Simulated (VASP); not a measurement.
The system is Rh.

```
Rh
1.0
     0.00000    1.88896    1.88896
     1.88896    0.00000    1.88896
     1.88896    1.88896    0.00000
Rh
1
Direct
  0.00000 0.00000 0.00000
```

Base run:

| Item | Value |
| --- | --- |
| Program | VASP 6.6.1 |
| Functional | r2SCAN |
| Potentials or basis | VASP PAW PBE potentials, release 64 (Rh_sv_GW) |
| Cutoff | 580 eV |
| k mesh | 12 × 12 × 12 |
| Occupations | fermi-dirac, width 0.05 eV |
| Spin | no spin polarisation |

Its results: pressure 3.3 GPa.

Q: The run is repeated on the same cell with these changes: potentials or basis from VASP PAW PBE potentials, release 64 (Rh_sv_GW) to VASP PAW PBE potentials, release 64 (Rh_pv); cutoff from 580 eV to 520 eV; valence electrons from 17 to 15. What comes out?

A: Pressure 6.3 GPa.

Caveats: the PAW data sets were made with another functional, which shifts forces and pressure a little.
